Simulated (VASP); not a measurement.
# AlNi (Cmmm) in VASP: a series of runs

AlNi is run at these levels: LDA; tasks: single point.

Everything below comes from runs of VASP 6.6.1. Logs are shortened: lines on timing, memory, paths and dates and some standing lists are left out, and cuts for length are marked.

## (1) The cell of the first run

It takes space group Cmmm (No. 65, orthorhombic). Conventional cell: a = 3.972 Å, b = 4.002 Å, c = 3.175 Å, α = 90.00°, β = 90.00°, γ = 90.00°. Within 3.4 Å of Al (site symmetry mmm) lie 8 Ni at 2.54 to 2.55 Å and 6 Al at 2.82 to 3.18 Å. Within 3.4 Å of Ni (site symmetry mmm) lie 8 Al at 2.54 to 2.55 Å and 6 Ni at 2.82 to 3.18 Å.

## (2) Single point, LDA, collinear spin, ferromagnetic start

Input file INCAR:

```
SYSTEM = AlNi
PREC     = Accurate       ! precision mode
ENCUT    = 520            ! plane-wave cutoff, eV
EDIFF    = 1E-7           ! SCF threshold, eV
ISMEAR   = -1             ! smearing method
SIGMA    = 0.05           ! smearing width, eV
LREAL    = .False.        ! projectors in reciprocal space
LASPH    = .True.         ! aspherical terms in the spheres
NELM     = 150            ! most SCF steps
ALGO     = Normal         ! electronic algorithm
ISIF     = 2              ! what is computed and relaxed
LWAVE    = .False.        ! write WAVECAR
LCHARG   = .False.        ! write CHGCAR
ISPIN    = 2              ! spin polarisation
MAGMOM   = 0 1            ! initial moments
LORBIT   = 11             ! projections on sites
LMAXMIX  = 4              ! l up to which the mixer works
GGA      = CA             ! functional
NBANDS   = 18             ! bands
```

Input file KPOINTS:

```
regular mesh
0
Gamma
  10 10 9
  0 0 0
```

Input file POSCAR:

```
AlNi
1.0
    1.9859977599     -2.0008474595      0.0000000000
    1.9859977599      2.0008474595      0.0000000000
    0.0000000000      0.0000000000      3.1750554946
Al Ni
1 1
Direct
    0.0000000000      0.0000000000      0.0000000000
    0.5000000000      0.5000000000      0.5000000000
```

Potentials or basis: VASP PAW LDA potentials, release 64 (Al, Ni).

On the command line:

```
$ cat potpaw_LDA.64/Al/POTCAR potpaw_LDA.64/Ni/POTCAR > POTCAR
$ mpirun -np 1 vasp_std > vasp.out
```

OUTCAR:

```text
SYSTEM = AlNi
   PREC = Accurate
   ENCUT = 520
   EDIFF = 1E-7
   ISMEAR = -1
   LREAL = .False.
   LASPH = .True.
   NELM = 150
   ISIF = 2
   ISPIN = 2
   LORBIT = 11
   GGA = CA

 ion  position               nearest neighbor table
   1  0.000  0.000  0.000-   2 2.54   2 2.54   2 2.54   2 2.54   2 2.55   2 2.55   2 2.55   2 2.55

   2  0.500  0.500  0.500-   1 2.54   1 2.54   1 2.54   1 2.54   1 2.55   1 2.55   1 2.55   1 2.55

  LATTYP: Found a base centered orthorhombic cell.
 ALAT       =     3.9719955198
 B/A-ratio  =     1.0074771986
 C/A-ratio  =     0.7993602910

  Lattice vectors:

 A1 = (   1.9859977599,  -2.0008474595,   0.0000000000)
 A2 = (   1.9859977599,   2.0008474595,   0.0000000000)
 A3 = (   0.0000000000,   0.0000000000,   3.1750554946)

Analysis of symmetry for initial positions (statically):
=====================================================================
 Subroutine PRICEL returns:
 Original cell was already a primitive cell.

 Routine SETGRP: Setting up the symmetry group for a
 base centered orthorhombic supercell.

 Subroutine GETGRP returns: Found  8 space group operations
 (whereof  8 operations were pure point group operations)
 out of a pool of  8 trial point group operations.

The static configuration has the point symmetry D_2h.

Analysis of symmetry for dynamics (positions and initial velocities):
=====================================================================
 Subroutine PRICEL returns:
 Original cell was already a primitive cell.

 Routine SETGRP: Setting up the symmetry group for a
 base centered orthorhombic supercell.

 Subroutine GETGRP returns: Found  8 space group operations
 (whereof  8 operations were pure point group operations)
 out of a pool of  8 trial point group operations.

The dynamic configuration has the point symmetry D_2h.

Analysis of structural, dynamic, and magnetic symmetry:
=====================================================================
 Subroutine PRICEL returns:
 Original cell was already a primitive cell.

 Routine SETGRP: Setting up the symmetry group for a
 base centered orthorhombic supercell.

 Subroutine GETGRP returns: Found  8 space group operations
 (whereof  8 operations were pure point group operations)
 out of a pool of  8 trial point group operations.

The overall configuration has the point symmetry D_2h.

 Subroutine INISYM returns: Found  8 space group operations
 (whereof  8 operations are pure point group operations),
 and found     1 'primitive' translations

----------------------------------------------------------------------------------------

                                     Primitive cell

  volume of cell :      25.2333

  direct lattice vectors                    reciprocal lattice vectors
     1.985997760 -2.000847460  0.000000000     0.251762620 -0.249894112  0.000000000
     1.985997760  2.000847460  0.000000000     0.251762620  0.249894112  0.000000000
     0.000000000  0.000000000  3.175055495     0.000000000  0.000000000  0.314955125

  length of vectors
     2.819144845  2.819144845  3.175055495     0.354727338  0.354727338  0.314955125

  position of ions in fractional coordinates (direct lattice)
     0.000000000  0.000000000  0.000000000
     0.500000000  0.500000000  0.500000000

  ion indices of the primitive-cell ions
   primitive index   ion index
                 1           1
                 2           2

----------------------------------------------------------------------------------------

 KPOINTS: regular mesh

Automatic generation of k-mesh.
 Grid dimensions read from file:
 generate k-points for:   10   10    9

 Generating k-lattice:

  Cartesian coordinates                     Fractional coordinates (reciprocal lattice)
     0.025176262 -0.024989411  0.000000000     0.100000000 -0.000000000  0.000000000
     0.025176262  0.024989411  0.000000000    -0.000000000  0.100000000  0.000000000
     0.000000000  0.000000000  0.034995014     0.000000000  0.000000000  0.111111111

  Length of vectors
     0.035472734  0.035472734  0.034995014

  Shift w.r.t. Gamma in fractional coordinates (k-lattice)
     0.000000000  0.000000000  0.000000000

 Subroutine IBZKPT returns following result:
 ===========================================

 Found    155 irreducible k-points:

 Following reciprocal coordinates:
            Coordinates               Weight
  0.000000  0.000000  0.000000      1.000000
  0.100000 -0.000000  0.000000      4.000000
  0.200000 -0.000000  0.000000      4.000000
  0.300000  0.000000  0.000000      4.000000
  0.400000  0.000000  0.000000      4.000000
  0.500000  0.000000  0.000000      2.000000
[... 16 lines left out ...]
  0.300000  0.300000  0.000000      2.000000
  0.400000  0.300000  0.000000      4.000000
 [... further k-points ...]
   k-points           NKPTS =    155   k-points in BZ     NKDIM =    155   number of bands    NBANDS=     18
   number of dos      NEDOS =    301   number of ions     NIONS =      2
   total plane-waves  NPLWV =  13824
   dimension x,y,z NGX =    24 NGY =   24 NGZ =   24
   dimension x,y,z NGXF=    48 NGYF=   48 NGZF=   48
   ions per type =               1   1
   NGX,Y,Z   is equivalent  to a cutoff of  14.15, 14.15, 12.57 a.u.
   NGXF,Y,Z  is equivalent  to a cutoff of  28.31, 28.31, 25.13 a.u.
 SYSTEM =  AlNi
   PREC   = accura    normal or accurate (medium, high low for compatibility)
   ISTART =      0    job   : 0-new  1-cont  2-samecut
   ICHARG =      2    charge: 1-file 2-atom 10-const
   ISPIN  =      2    spin polarized calculation?
   LNONCOLLINEAR =      F non collinear calculations
   LSORBIT =      F    spin-orbit coupling
   LASPH  =      T    aspherical Exc in radial PAW
   ENCUT  =  520.0 eV  38.22 Ry    6.18 a.u.   5.24  5.24  5.90*2*pi/ulx,y,z
   NELM   =    150;   NELMIN=  2; NELMDL= -5     # of ELM steps
   EDIFF  = 0.1E-06   stopping-criterion for ELM
   LREAL  =      F    real-space projection
   EDIFFG = 0.1E-05   stopping-criterion for IOM
   NSW    =      0    number of steps for IOM
   IBRION =     -1    ionic relax: 0-MD 1-quasi-New 2-CG
   NFREE  =      0    steps in history (QN), initial steepest desc. (CG)
   ISIF   =      2    stress and relaxation
   ISYM   =      2    0-nonsym 1-usesym 2-fastsym
   POTIM  = 0.5000    time-step for ionic-motion
   TEBEG  =    0.0;   TEEND  =   0.0 temperature during run
   PSTRESS=    0.0 pullay stress
   NELECT =      13.0000    total number of electrons
   NUPDOWN=      -1.0000    fix difference up-down
   EMIN   =  10.00;   EMAX   =-10.00  energy-range for DOS
   EFERMI =   0.00;   METHOD = LEGACY
   ISMEAR =    -1;   SIGMA  =   0.05  broadening in eV -4-tet -1-fermi 0-gaus
   EFERMI_NEDOS =   21; number of points for ismear=-14 and -15
   IALGO  =     38    algorithm
   IMIX   =      4    mixing-type and parameters
     AMIX     =   0.40;   BMIX     =  1.00
     AMIX_MAG =   1.60;   BMIX_MAG =  1.00
  volume/ion in A,a.u.               =      12.62        85.14
  Fermi-wavevector in a.u.,A,eV,Ry     =   1.312395  2.480067 23.434415  1.722381
  Thomas-Fermi vector in A             =   2.442790
   LORBIT       =     11    0 simple, 1 ext, 2 COOP (PROOUT), +10 PAW based schemes
   GGA     = CA    functional components
   LHFCALC =     F    Hartree Fock is set to
   AEXX    =    0.0000 exact exchange contribution
   IVDW    =     0    specifies the selected vdW correction
   LEPSILON=     F    determine dielectric tensor
   LRPA    =     F    only Hartree local field effects (RPA)
 spin polarized calculation
  energy-cutoff  :      520.00
  volume of cell :       25.23
 maximum number of plane-waves:       696
 NGX is ok and might be reduce to    24
   NGX = 11   NGY = 11   NGZ = 11

 number of electron      12.9999989 magnetization      -0.0008136

 number of electron      12.9999989 magnetization       0.0000420

 Free energy of the ion-electron system (eV)
  ---------------------------------------------------
  ext. energy  EPLUGINS =         0.00000000
  ---------------------------------------------------
  free energy    TOTEN  =       -12.03474652 eV

  energy without entropy =      -12.02720568  energy(sigma->0) =      -12.03097610

 E-fermi :   9.0428     XC(G=0): -12.0412

 val. band max:        9.0332048398   @ k =   0.5000   0.3000   0.4444
 cond. band min:       9.0856780471   @ k =   0.4000   0.3000   0.1111
 fundamental gap:      0.0524732073
 Fermi energy:         9.0428094613

 spin component 1

 k-point     1 :       0.0000    0.0000    0.0000
  band No.  band energies     occupation
      1      -1.6541      1.00000
      2       5.9787      1.00000
      3       6.0947      1.00000
      4       7.5260      1.00000
      5       7.5439      1.00000
      6       7.8214      1.00000
[... 10 lines left out ...]
     17      31.3162      0.00000
     18      31.4168      0.00000

 k-point     2 :       0.1000   -0.0000    0.0000
  band No.  band energies     occupation
      1      -1.4629      1.00000
      2       6.0253      1.00000
      3       6.1096      1.00000
      4       7.4051      1.00000
      5       7.5459      1.00000
      6       7.7509      1.00000
[... 10 lines left out ...]
     17      31.1311      0.00000
     18      31.6392      0.00000

 k-point     3 :       0.2000   -0.0000    0.0000
  band No.  band energies     occupation
      1      -0.8949      1.00000
      2       6.0298      1.00000
      3       6.1826      1.00000
      4       7.1133      1.00000
      5       7.5729      1.00000
      6       7.5758      1.00000
[... 412 lines left out ...]
 k-point    23 :       0.3000    0.3000    0.0000
  band No.  band energies     occupation
      1       1.6352      1.00000
      2       5.8654      1.00000
      3       6.4334      1.00000
      4       6.8993      1.00000
      5       7.0797      1.00000
      6       7.1218      1.00000
[... 10 lines left out ...]
     17      30.6282      0.00000
     18      32.4075      0.00000

 k-point    24 :       0.4000    0.3000    0.0000
  band No.  band energies     occupation
      1       2.7637      1.00000
      2       5.2303      1.00000
      3       6.6536      1.00000
      4       6.7825      1.00000
      5       7.0673      1.00000
      6       7.1096      1.00000
[... 10 lines left out ...]
     17      31.0737      0.00000
     18      31.8741      0.00000

 [... further k-points ...]

 spin component 2

 k-point     1 :       0.0000    0.0000    0.0000
  band No.  band energies     occupation
      1      -1.6541      1.00000
      2       5.9788      1.00000
      3       6.0948      1.00000
      4       7.5261      1.00000
      5       7.5440      1.00000
      6       7.8215      1.00000
[... 10 lines left out ...]
     17      31.3320      0.00000
     18      31.4137      0.00000

 k-point     2 :       0.1000   -0.0000    0.0000
  band No.  band energies     occupation
      1      -1.4629      1.00000
      2       6.0254      1.00000
      3       6.1097      1.00000
      4       7.4053      1.00000
      5       7.5461      1.00000
      6       7.7510      1.00000
[... 10 lines left out ...]
     17      31.1311      0.00000
     18      31.6392      0.00000

 k-point     3 :       0.2000   -0.0000    0.0000
  band No.  band energies     occupation
      1      -0.8949      1.00000
      2       6.0299      1.00000
      3       6.1827      1.00000
      4       7.1134      1.00000
      5       7.5730      1.00000
      6       7.5760      1.00000
[... 412 lines left out ...]
 k-point    23 :       0.3000    0.3000    0.0000
  band No.  band energies     occupation
      1       1.6352      1.00000
      2       5.8655      1.00000
      3       6.4335      1.00000
      4       6.8995      1.00000
      5       7.0798      1.00000
      6       7.1219      1.00000
[... 10 lines left out ...]
     17      30.6282      0.00000
     18      32.4075      0.00000

 k-point    24 :       0.4000    0.3000    0.0000
  band No.  band energies     occupation
      1       2.7637      1.00000
      2       5.2304      1.00000
      3       6.6537      1.00000
      4       6.7826      1.00000
      5       7.0674      1.00000
      6       7.1097      1.00000
[... 10 lines left out ...]
     17      31.0737      0.00000
     18      31.8742      0.00000

 [... further k-points ...]
[... 5 lines left out ...]
  --------------------------------------------------------------------------------------
  -------------------------------------------------------------------------------------
  Total       -1.9009927     -2.0987745     -2.9479446      0.0000000      0.0000000      0.0000000
  in kB     -120.7026975   -133.2607689   -187.1784534      0.0000000      0.0000000      0.0000000
  external PRESSURE =    -147.0473066 kB  Pullay stress =       0.0000000 kB

 VOLUME and BASIS-vectors are now :
 -----------------------------------------------------------------------------
  energy-cutoff  :      520.00
  volume of cell :       25.23
      direct lattice vectors                 reciprocal lattice vectors
     1.985997760 -2.000847460  0.000000000     0.251762620 -0.249894112  0.000000000
     1.985997760  2.000847460  0.000000000     0.251762620  0.249894112  0.000000000
     0.000000000  0.000000000  3.175055495     0.000000000  0.000000000  0.314955125

 POSITION                                       TOTAL-FORCE (eV/Angst)
 -----------------------------------------------------------------------------------
      0.00000      0.00000      0.00000         0.000000      0.000000      0.000000
      1.98600      0.00000      1.58753         0.000000     -0.000000      0.000000
 -----------------------------------------------------------------------------------
    total drift:                                0.000000      0.000000     -0.000000

  FREE ENERGIE OF THE ION-ELECTRON SYSTEM (eV)
  ---------------------------------------------------
  free  energy   TOTEN  =       -12.0347465183 eV

  energy  without entropy=      -12.0272056837  energy(sigma->0) =      -12.03097610

 total charge

# of ion       s       p       d       tot
------------------------------------------
    1        0.388   0.397   0.000   0.785
    2        0.463   0.471   8.466   9.399
--------------------------------------------------
tot          0.851   0.868   8.466  10.184

 magnetization (x)

# of ion       s       p       d       tot
------------------------------------------
    1       -0.000  -0.000   0.000  -0.000
    2        0.000   0.000   0.000   0.000
--------------------------------------------------
tot          0.000  -0.000   0.000   0.000
```

It took 1.7 min on 1 thread of AMD EPYC 7R13 (Zen 3), shared host; peak memory 0.18 GiB.

What came out:

| Quantity | Value |
| --- | --- |
| Free energy | -12.0347 eV |
| Pressure | -14.7 GPa |
| Net moment | 0.00 μB per cell |
| Valence electrons inside the program's atomic spheres | Al 0.79; Ni 9.40 |

Stress tensor (GPa, compression positive):
```
-12.07   0.00   0.00
  0.00 -13.33   0.00
  0.00   0.00 -18.72
```

## (3) Single point, LDA, collinear spin, ferromagnetic start

This run uses another cell than the first one, of 12.91 Å³/atom, 1.023 times its volume.

Input file INCAR:

```
PREC     = Accurate       # precision mode
ENCUT    = 520            # plane-wave cutoff, eV
EDIFF    = 1E-6           # SCF threshold, eV
ISMEAR   = -1             # smearing method
SIGMA    = 0.05           # smearing width, eV
LREAL    = F              # projectors in reciprocal space
LASPH    = T              # aspherical terms in the spheres
NELM     = 150            # most SCF steps
ALGO     = Normal         # electronic algorithm
ISIF     = 2              # what is computed and relaxed
LWAVE    = F              # write WAVECAR
LCHARG   = T              # write CHGCAR
ISPIN    = 2              # spin polarisation
MAGMOM   = 0 1            # initial moments
LORBIT   = 11             # projections on sites
LMAXMIX  = 4              # l up to which the mixer works
GGA      = CA             # functional
LELF     = T              # ELF
LVHAR    = T            
NBANDS   = 18             # bands
```

Input file KPOINTS:

```
Automatic mesh
0
Gamma
  10 10 9
```

Input file POSCAR:

```
AlNi
1.0
    2.0012752662     -2.0162391987      0.0000000000
    2.0012752662      2.0162391987      0.0000000000
    0.0000000000      0.0000000000      3.1994799582
Al Ni
1 1
Direct
    0.0000000000      0.0000000000      0.0000000000
    0.5000000000      0.5000000000      0.5000000000
```

Potentials or basis: VASP PAW LDA potentials, release 64 (Al, Ni).

On the command line:

```
$ cat potpaw_LDA.64/Al/POTCAR potpaw_LDA.64/Ni/POTCAR > POTCAR
$ mpirun -np 1 vasp_std > vasp.out
```

Wall time 1.9 min (1 thread of AMD EPYC 7R13 (Zen 3), shared host); peak memory 0.19 GiB.

It converged, with:

| Quantity | Value |
| --- | --- |
| Free energy | -11.9762 eV |
| Pressure | -17.1 GPa |
| Net moment | 0.00 μB per cell |
| Valence electrons inside the program's atomic spheres | Al 0.77; Ni 9.36 |

Stress tensor (GPa, compression positive):
```
-14.67   0.00   0.00
  0.00 -15.83   0.00
  0.00   0.00 -20.90
```

Levels at points of the mesh, in eV from the Fermi level:
Spin up:
| k point | band 4 | band 5 | band 6 | band 7 | band 8 | band 9 | band 10 | band 11 |
| --- | --- | --- | --- | --- | --- | --- | --- | --- |
| (0.00, 0.00, 0.00) | -1.47 | -1.45 | -1.18 | 2.75 | 6.52 | 6.57 | 6.89 | 8.44 |
| (0.50, 0.00, 0.00) | -2.43 | -1.82 | -1.36 | -0.34 | 7.49 | 7.86 | 8.57 | 11.09 |
| (0.50, 0.50, 0.00) | -2.14 | -2.14 | -2.04 | -0.75 | 2.04 | 2.76 | 9.82 | 12.79 |
Spin down:
```
           k point  band 3  band 4  band 5  band 6  band 7  band 8  band 9  band 10  band 11  band 12
(0.00, 0.00, 0.00)   -2.85   -1.47   -1.45   -1.18    2.75    6.52    6.57     6.89     8.44    12.91
(0.50, 0.00, 0.00)   -2.44   -2.43   -1.82   -1.36   -0.34    7.49    7.86     8.57    11.09    11.60
(0.50, 0.50, 0.00)   -2.15   -2.14   -2.14   -2.04   -0.75    2.04    2.76     9.82    12.79    12.91
```
